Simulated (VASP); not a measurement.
Input of a VASP 6.6.1 run:

File INCAR:

```
PREC     = Accurate       # precision mode
ENCUT    = 520            # plane-wave cutoff, eV
EDIFF    = 1E-7           # SCF threshold, eV
ISMEAR   = 0              # smearing method
SIGMA    = 0.01           # smearing width, eV
LREAL    = F              # projectors in reciprocal space
LASPH    = T              # aspherical terms in the spheres
NELM     = 150            # most SCF steps
ALGO     = Normal         # electronic algorithm
ISIF     = 2              # what is computed and relaxed
LWAVE    = F              # write WAVECAR
LCHARG   = F              # write CHGCAR
LNONCOLLINEAR= T              # non-collinear magnetism
MAGMOM   = 0 0 0 0 0 0    # initial moments
LORBIT   = 11             # projections on sites
LSORBIT  = T              # spin-orbit coupling
GGA_COMPAT= F            
LORBMOM  = T            
GGA      = PS             # functional
NBANDS   = 33             # bands
```

File KPOINTS:

```
Automatic mesh
0
Gamma
  5 5 5
```

POSCAR

```
BiTe
1.0
    0.0000000000      3.2350000000      3.2350000000
    3.2350000000      0.0000000000      3.2350000000
    3.2350000000      3.2350000000      0.0000000000
Bi Te
1 1
Direct
    0.0000000000      0.0000000000      0.0000000000
    0.5000000000      0.5000000000      0.5000000000
```

Potentials or basis: VASP PAW PBE potentials, release 64 (Bi_d, Te).

Run with:

```sh
$ cat potpaw_PBE.64/Bi_d/POTCAR potpaw_PBE.64/Te/POTCAR > POTCAR
$ mpirun -np 1 vasp_ncl > vasp.out
```

(1) Estimate the pressure.

(2) Predict the net moment.

## Answers

(1) 0.2 GPa.

(2) 0.00 μB per cell.

Caveat: the PAW data sets were made with another functional, which shifts forces and pressure a little.
